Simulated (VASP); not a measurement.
# TiC (Fmmm) in VASP: notebook

The runs below take TiC through single point, with PBE.

All numbers are computed with VASP 6.6.1; they aren't measurements. Logs are shortened: lines on timing, memory, paths and dates and some standing lists are left out, and cuts for length are marked.

## 1. The cell of the first run

The structure is orthorhombic, space group Fmmm (No. 69). The conventional cell has a = 4.241 Å, b = 4.328 Å, c = 4.415 Å, α = 90.00°, β = 90.00°, γ = 90.00°. Within 2.8 Å of Ti (site symmetry mmm) lie 6 C at 2.12 to 2.21 Å. Within 2.8 Å of C (site symmetry mmm) lie 6 Ti at 2.12 to 2.21 Å.

## 2. Single point, PBE (strain -0.0200 x Voigt [1, -1, 0, 0, 0, 0])

File INCAR:

```
PREC = Accurate
ENCUT = 520
EDIFF = 1E-7
ISMEAR = 0
SIGMA = 0.15
LREAL = False
LASPH = True
NELM = 60
ALGO = Normal
ISIF = 2
LWAVE = False
LCHARG = False
GGA = PE
NBANDS = 15
```

File KPOINTS:

```
regular mesh
0
Gamma
  18 18 18
```

File POSCAR:

```
TiC
1.0
    0.0000000000      2.2072800000      2.1640000000
    2.1207200000      0.0000000000      2.1640000000
    2.1207200000      2.2072800000      0.0000000000
Ti C
1 1
Direct
    0.0000000000      0.0000000000      0.0000000000
    0.5000000000      0.5000000000      0.5000000000
```

Potentials or basis: VASP PAW PBE potentials, release 64 (Ti_sv, C).

Run with:

```console
$ cat potpaw_PBE.64/Ti_sv/POTCAR potpaw_PBE.64/C/POTCAR > POTCAR
$ mpirun -np 1 vasp_std > vasp.out
```

OUTCAR:

```text
PREC = Accurate
   ENCUT = 520
   EDIFF = 1E-7
   ISMEAR = 0
   LREAL = False
   LASPH = True
   NELM = 60
   ISIF = 2
   GGA = PE

 ion  position               nearest neighbor table
   1  0.000  0.000  0.000-   2 2.12   2 2.12   2 2.16   2 2.16   2 2.21   2 2.21
   2  0.500  0.500  0.500-   1 2.12   1 2.12   1 2.16   1 2.16   1 2.21   1 2.21

  LATTYP: Found a face centered orthorhombic cell.
 ALAT       =     4.2414400000
 B/A-ratio  =     1.0204081633
 C/A-ratio  =     1.0408163265

  Lattice vectors:

 A1 = (   0.0000000000,   2.2072800000,  -2.1640000000)
 A2 = (   2.1207200000,   2.2072800000,   0.0000000000)
 A3 = (   2.1207200000,   0.0000000000,  -2.1640000000)

Analysis of symmetry for initial positions (statically):
=====================================================================
 Subroutine PRICEL returns:
 Original cell was already a primitive cell.

 Routine SETGRP: Setting up the symmetry group for a
 face centered orthorhombic supercell.

 Subroutine GETGRP returns: Found  8 space group operations
 (whereof  8 operations were pure point group operations)
 out of a pool of  8 trial point group operations.

The static configuration has the point symmetry D_2h.

Analysis of symmetry for dynamics (positions and initial velocities):
=====================================================================
 Subroutine PRICEL returns:
 Original cell was already a primitive cell.

 Routine SETGRP: Setting up the symmetry group for a
 face centered orthorhombic supercell.

 Subroutine GETGRP returns: Found  8 space group operations
 (whereof  8 operations were pure point group operations)
 out of a pool of  8 trial point group operations.

The dynamic configuration has the point symmetry D_2h.

 Subroutine INISYM returns: Found  8 space group operations
 (whereof  8 operations are pure point group operations),
 and found     1 'primitive' translations

----------------------------------------------------------------------------------------

                                     Primitive cell

  volume of cell :      20.2595

  direct lattice vectors                    reciprocal lattice vectors
     0.000000000  2.207280000  2.164000000    -0.235768984  0.226523142  0.231053604
     2.120720000  0.000000000  2.164000000     0.235768984 -0.226523142  0.231053604
     2.120720000  2.207280000  0.000000000     0.235768984  0.226523142 -0.231053604

  length of vectors
     3.091113230  3.029909127  3.060970159     0.400356736  0.400356736  0.400356736

  position of ions in fractional coordinates (direct lattice)
     0.000000000  0.000000000  0.000000000
     0.500000000  0.500000000  0.500000000

  ion indices of the primitive-cell ions
   primitive index   ion index
                 1           1
                 2           2

----------------------------------------------------------------------------------------

 KPOINTS: regular mesh

Automatic generation of k-mesh.
 Grid dimensions read from file:
 generate k-points for:   18   18   18

 Generating k-lattice:

  Cartesian coordinates                     Fractional coordinates (reciprocal lattice)
    -0.013098277  0.012584619  0.012836311     0.055555556 -0.000000000 -0.000000000
     0.013098277 -0.012584619  0.012836311     0.000000000  0.055555556  0.000000000
     0.013098277  0.012584619 -0.012836311     0.000000000  0.000000000  0.055555556

  Length of vectors
     0.022242041  0.022242041  0.022242041

  Shift w.r.t. Gamma in fractional coordinates (k-lattice)
     0.000000000  0.000000000  0.000000000

 Subroutine IBZKPT returns following result:
 ===========================================

 Found    865 irreducible k-points:

 Following reciprocal coordinates:
            Coordinates               Weight
  0.000000  0.000000  0.000000      1.000000
  0.055556  0.000000 -0.000000      8.000000
  0.111111  0.000000 -0.000000      8.000000
  0.166667  0.000000 -0.000000      8.000000
  0.222222  0.000000 -0.000000      8.000000
  0.277778  0.000000 -0.000000      8.000000
[... 16 lines left out ...]
 -0.277778  0.055556  0.000000      8.000000
 -0.222222  0.055556  0.000000      8.000000
 [... further k-points ...]
   k-points           NKPTS =    865   k-points in BZ     NKDIM =    865   number of bands    NBANDS=     15
   number of dos      NEDOS =    301   number of ions     NIONS =      2
   total plane-waves  NPLWV =  13824
   dimension x,y,z NGX =    24 NGY =   24 NGZ =   24
   dimension x,y,z NGXF=    48 NGYF=   48 NGZF=   48
   ions per type =               1   1
   NGX,Y,Z   is equivalent  to a cutoff of  12.91, 13.17, 13.03 a.u.
   NGXF,Y,Z  is equivalent  to a cutoff of  25.82, 26.34, 26.07 a.u.
 SYSTEM =  unknown system
   PREC   = accura    normal or accurate (medium, high low for compatibility)
   ISTART =      0    job   : 0-new  1-cont  2-samecut
   ICHARG =      2    charge: 1-file 2-atom 10-const
   ISPIN  =      1    spin polarized calculation?
   LNONCOLLINEAR =      F non collinear calculations
   LSORBIT =      F    spin-orbit coupling
   LASPH  =      T    aspherical Exc in radial PAW
   ENCUT  =  520.0 eV  38.22 Ry    6.18 a.u.   5.75  5.63  5.69*2*pi/ulx,y,z
   NELM   =     60;   NELMIN=  2; NELMDL= -5     # of ELM steps
   EDIFF  = 0.1E-06   stopping-criterion for ELM
   LREAL  =      F    real-space projection
   EDIFFG = 0.1E-05   stopping-criterion for IOM
   NSW    =      0    number of steps for IOM
   IBRION =     -1    ionic relax: 0-MD 1-quasi-New 2-CG
   NFREE  =      0    steps in history (QN), initial steepest desc. (CG)
   ISIF   =      2    stress and relaxation
   ISYM   =      2    0-nonsym 1-usesym 2-fastsym
   POTIM  = 0.5000    time-step for ionic-motion
   TEBEG  =    0.0;   TEEND  =   0.0 temperature during run
   PSTRESS=    0.0 pullay stress
   NELECT =      16.0000    total number of electrons
   NUPDOWN=      -1.0000    fix difference up-down
   EMIN   =  10.00;   EMAX   =-10.00  energy-range for DOS
   EFERMI =   0.00;   METHOD = LEGACY
   ISMEAR =     0;   SIGMA  =   0.15  broadening in eV -4-tet -1-fermi 0-gaus
   EFERMI_NEDOS =   21; number of points for ismear=-14 and -15
   IALGO  =     38    algorithm
   IMIX   =      4    mixing-type and parameters
     AMIX     =   0.40;   BMIX     =  1.00
     AMIX_MAG =   1.60;   BMIX_MAG =  1.00
  volume/ion in A,a.u.               =      10.13        68.36
  Fermi-wavevector in a.u.,A,eV,Ry     =   1.513232  2.859594 31.155583  2.289871
  Thomas-Fermi vector in A             =   2.623050
   LORBIT       =      0    0 simple, 1 ext, 2 COOP (PROOUT), +10 PAW based schemes
   GGA     = PE    functional components
   LHFCALC =     F    Hartree Fock is set to
   AEXX    =    0.0000 exact exchange contribution
   IVDW    =     0    specifies the selected vdW correction
   LEPSILON=     F    determine dielectric tensor
   LRPA    =     F    only Hartree local field effects (RPA)
 non-spin polarized calculation
 Gauss-broadening in eV      SIGMA  =   0.15
  energy-cutoff  :      520.00
  volume of cell :       20.26
 maximum number of plane-waves:       558
   NGX = 11   NGY = 11   NGZ = 11

 number of electron      16.0000000 magnetization

 Free energy of the ion-electron system (eV)
  ---------------------------------------------------
  ext. energy  EPLUGINS =         0.00000000
  ---------------------------------------------------
  free energy    TOTEN  =       -18.69040548 eV

  energy without entropy =      -18.68699393  energy(sigma->0) =      -18.68869971

 E-fermi :   9.4540     XC(G=0): -12.7100

 val. band max:        9.4538949611   @ k =   0.4444   0.3889   0.0000
 cond. band min:       9.4551721571   @ k =  -0.0556   0.2778   0.3333
 fundamental gap:      0.0012771960
 Fermi energy:         9.4540204605

 k-point     1 :       0.0000    0.0000    0.0000
  band No.  band energies     occupation
      1     -47.1312      2.00000
      2     -23.1844      2.00000
      3     -23.1519      2.00000
      4     -23.1275      2.00000
      5      -2.9651      2.00000
      6       9.9970      0.00000
      7      10.1458      0.00000
      8      10.2915      0.00000
      9      11.0209      0.00000
     10      11.0518      0.00000
     11      11.1245      0.00000
     12      11.2051      0.00000
     13      11.2800      0.00000
     14      20.0005      0.00000
     15      23.5021      0.00000

 k-point     2 :       0.0556    0.0000   -0.0000
  band No.  band energies     occupation
      1     -47.1290      2.00000
      2     -23.1915      2.00000
      3     -23.1584      2.00000
      4     -23.1327      2.00000
      5      -2.8948      2.00000
      6       9.7457      0.00596
      7       9.9097      0.00002
      8      10.0946      0.00000
      9      10.4527      0.00000
     10      10.5564      0.00000
     11      11.3339      0.00000
     12      11.9246      0.00000
     13      12.1412      0.00000
     14      20.1280      0.00000
     15      23.5320      0.00000

 k-point     3 :       0.1111    0.0000   -0.0000
  band No.  band energies     occupation
      1     -47.1226      2.00000
      2     -23.2235      2.00000
      3     -23.1728      2.00000
      4     -23.1399      2.00000
      5      -2.6873      2.00000
      6       9.0201      1.99996
      7       9.2547      1.93977
      8       9.4152      1.28554
      9      10.4728      0.00000
     10      10.5653      0.00000
     11      11.6330      0.00000
     12      12.8496      0.00000
     13      13.1030      0.00000
     14      20.4531      0.00000
     15      23.5610      0.00000
[... 343 lines left out ...]
 k-point    23 :      -0.2778    0.0556    0.0000
  band No.  band energies     occupation
      1     -47.0825      2.00000
      2     -23.4813      2.00000
      3     -23.2166      2.00000
      4     -23.1665      2.00000
      5      -1.1463      2.00000
      6       5.8901      2.00000
      7       7.2205      2.00000
      8       7.4323      2.00000
      9      11.3377      0.00000
     10      11.7019      0.00000
     11      12.6505      0.00000
     12      15.4224      0.00000
     13      16.4447      0.00000
     14      20.1105      0.00000
     15      24.2382      0.00000

 k-point    24 :      -0.2222    0.0556    0.0000
  band No.  band energies     occupation
      1     -47.0951      2.00000
      2     -23.3985      2.00000
      3     -23.2044      2.00000
      4     -23.1601      2.00000
      5      -1.6921      2.00000
      6       6.7980      2.00000
      7       7.6695      2.00000
      8       7.9194      2.00000
      9      10.9774      0.00000
     10      11.3861      0.00000
     11      12.3701      0.00000
     12      14.6014      0.00000
     13      15.6562      0.00000
     14      20.7718      0.00000
     15      23.7052      0.00000

 [... further k-points ...]
[... 5 lines left out ...]
  --------------------------------------------------------------------------------------
  -------------------------------------------------------------------------------------
  Total        1.2716634     -0.7554966      0.1499624      0.0000000      0.0000000      0.0000000
  in kB      100.5668243    -59.7468563     11.8594598      0.0000000      0.0000000      0.0000000
  external PRESSURE =      17.5598093 kB  Pullay stress =       0.0000000 kB

 VOLUME and BASIS-vectors are now :
 -----------------------------------------------------------------------------
  energy-cutoff  :      520.00
  volume of cell :       20.26
      direct lattice vectors                 reciprocal lattice vectors
     0.000000000  2.207280000  2.164000000    -0.235768984  0.226523142  0.231053604
     2.120720000  0.000000000  2.164000000     0.235768984 -0.226523142  0.231053604
     2.120720000  2.207280000  0.000000000     0.235768984  0.226523142 -0.231053604

 POSITION                                       TOTAL-FORCE (eV/Angst)
 -----------------------------------------------------------------------------------
      0.00000      0.00000      0.00000        -0.000000      0.000000      0.000000
      2.12072      2.20728      2.16400         0.000000      0.000000     -0.000000
 -----------------------------------------------------------------------------------
    total drift:                                0.000000     -0.000000     -0.000000

  FREE ENERGIE OF THE ION-ELECTRON SYSTEM (eV)
  ---------------------------------------------------
  free  energy   TOTEN  =       -18.6904054833 eV

  energy  without entropy=      -18.6869939272  energy(sigma->0) =      -18.68869971
```

Wall time 2.4 min (1 thread of AMD EPYC 9R45 (Zen 5), shared host); peak memory 0.34 GiB.

Results:

- Free energy: -18.6904 eV
- Pressure: 1.8 GPa
- Band gap on the k mesh: zero (bands 8 and 9 overlap by 1.45 eV)

Stress tensor (GPa, compression positive):
```
10.06  0.00  0.00
 0.00 -5.97  0.00
 0.00  0.00  1.19
```

Levels at points of the mesh, in eV from the Fermi level:
```csv
k point,band 4,band 5,band 6,band 7,band 8,band 9,band 10,band 11,band 12,band 13
"(0.00, 0.00, 0.00)",-32.58,-12.42,0.54,0.69,0.84,1.57,1.60,1.67,1.75,1.83
"(0.50, 0.00, 0.00)",-32.63,-8.92,-5.86,-2.95,-2.89,2.85,3.00,4.12,7.92,8.20
"(0.50, 0.50, 0.00)",-32.77,-10.14,-3.44,-1.62,-0.05,-0.02,2.69,3.39,3.64,5.83
"(0.50, 0.00, 0.50)",-32.75,-10.18,-3.65,-1.60,0.10,0.12,2.70,3.45,3.56,5.64
"(0.00, 0.50, 0.50)",-32.80,-10.10,-3.22,-1.66,-0.19,-0.19,2.72,3.46,3.60,6.01
```

Caveat: the cell differs from its parent crystal (strain -0.0200 x Voigt [1, -1, 0, 0, 0, 0]).

## 3. Single point, PBE (strain +0.0100 x Voigt [1, -1, 0, 0, 0, 0])

File INCAR:

```
SYSTEM = TiC
PREC = Accurate ; ENCUT = 520
EDIFF = 1E-6 ; ISMEAR = 0
SIGMA = 0.15 ; LREAL = .False.
LASPH = .True. ; NELM = 100
ALGO = Normal ; ISIF = 2
LWAVE = .False. ; LCHARG = .False.
GGA = PE ; NBANDS = 15
```

File KPOINTS:

```
Automatic mesh
0
Gamma
  18 18 18
  0 0 0
```

File POSCAR:

```
TiC
1.0
    0.0000000000      2.1423600000      2.1640000000
    2.1856400000      0.0000000000      2.1640000000
    2.1856400000      2.1423600000      0.0000000000
Ti C
1 1
Direct
    0.0000000000      0.0000000000      0.0000000000
    0.5000000000      0.5000000000      0.5000000000
```

Potentials or basis: VASP PAW PBE potentials, release 64 (Ti_sv, C).

Run with:

```console
$ cat potpaw_PBE.64/Ti_sv/POTCAR potpaw_PBE.64/C/POTCAR > POTCAR
$ mpirun -np 1 vasp_std > vasp.out
```

It took 2.4 min on 1 thread of AMD EPYC 9R45 (Zen 5), shared host; peak memory 0.33 GiB.

Results (log left out):

```yaml
Free_energy: -18.7056 eV
Pressure: 1.2 GPa
Band_gap_on_the_k_mesh: zero (bands 8 and 9 overlap by 1.27 eV)
```

Stress tensor (GPa, compression positive):
```
-2.68  0.00  0.00
 0.00  5.29  0.00
 0.00  0.00  1.09
```

Levels at points of the mesh, in eV from the Fermi level:
```tsv
k point	band 5	band 6	band 7	band 8	band 9	band 10	band 11	band 12
(0.00, 0.00, 0.00)	-12.42	0.61	0.69	0.76	1.64	1.64	1.67	1.71
(0.50, 0.00, 0.00)	-8.92	-5.86	-2.93	-2.90	2.88	2.96	4.11	8.04
(0.50, 0.50, 0.00)	-10.13	-3.44	-1.63	-0.04	-0.03	2.70	3.46	3.58
(0.50, 0.00, 0.50)	-10.11	-3.33	-1.65	-0.12	-0.11	2.71	3.49	3.56
(0.00, 0.50, 0.50)	-10.15	-3.54	-1.61	0.03	0.04	2.70	3.48	3.54
```

Caveat: the cell differs from its parent crystal (strain +0.0100 x Voigt [1, -1, 0, 0, 0, 0]).

[end of part 1 of 2]
